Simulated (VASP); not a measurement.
Here is a VASP 6.6.1 calculation.

Contents of POSCAR:

```
Ni
1.0
    2.4216200000      0.0137900000      0.0209800000
   -1.1988700000      2.0656600000      0.0123000000
    0.0349100000      0.0437800000      3.9960600000
Ni
2
Direct
    0.3333333333      0.6968100000      0.2530300000
    0.6537257208      0.3663747335      0.7680559064
```

The input INCAR.step1:

```
SYSTEM = Ni
PREC     = Accurate       ! precision mode
ENCUT    = 520            ! plane-wave cutoff, eV
ISMEAR   = -1             ! smearing method
SIGMA    = 0.1            ! smearing width, eV
LREAL    = .FALSE.        ! projectors in reciprocal space
LASPH    = .TRUE.         ! aspherical terms in the spheres
NELM     = 150            ! most SCF steps
ISPIN    = 2              ! spin polarisation
MAGMOM   = 1 1            ! initial moments
LMAXMIX  = 4              ! l up to which the mixer works
NBANDS   = 21             ! bands
GGA      = PE             ! functional
ALGO     = Normal         ! electronic algorithm
EDIFF    = 1E-4           ! SCF threshold, eV
LWAVE    = .TRUE.         ! write WAVECAR
LCHARG   = .FALSE.        ! write CHGCAR
```

INCAR.step2

```
SYSTEM = Ni
PREC     = Accurate       ! precision mode
ENCUT    = 520            ! plane-wave cutoff, eV
EDIFF    = 1E-7           ! SCF threshold, eV
ISMEAR   = -1             ! smearing method
SIGMA    = 0.1            ! smearing width, eV
LREAL    = .FALSE.        ! projectors in reciprocal space
LASPH    = .TRUE.         ! aspherical terms in the spheres
NELM     = 150            ! most SCF steps
ALGO     = Normal         ! electronic algorithm
ISIF     = 2              ! what is computed and relaxed
LWAVE    = .FALSE.        ! write WAVECAR
LCHARG   = .FALSE.        ! write CHGCAR
ISPIN    = 2              ! spin polarisation
MAGMOM   = 1 1            ! initial moments
LORBIT   = 11             ! projections on sites
LMAXMIX  = 4              ! l up to which the mixer works
METAGGA  = R2SCAN         ! meta-GGA
LMIXTAU  = .TRUE.       
NBANDS   = 21             ! bands
ISTART   = 1
```

File KPOINTS:

```
regular mesh
0
G
  9 9 5
  0 0 0
```

Potentials or basis: VASP PAW PBE potentials, release 64 (Ni).

The run is started by

```bash
$ cat potpaw_PBE.64/Ni/POTCAR > POTCAR
$ cp INCAR.step1 INCAR
$ mpirun -np 1 vasp_std > vasp.out
$ cp INCAR.step2 INCAR
$ mpirun -np 1 vasp_std > vasp.out
```

(1) Predict the largest force.

(2) Predict the pressure.

(3) Estimate the site moments.

Results:

(1) 0.705 eV/Å.

(2) 13.1 GPa.

(3) Ni +0.63 μB.

Caveat: the cell stands under pressure; the PAW data sets were made with another functional, which shifts forces and pressure a little.
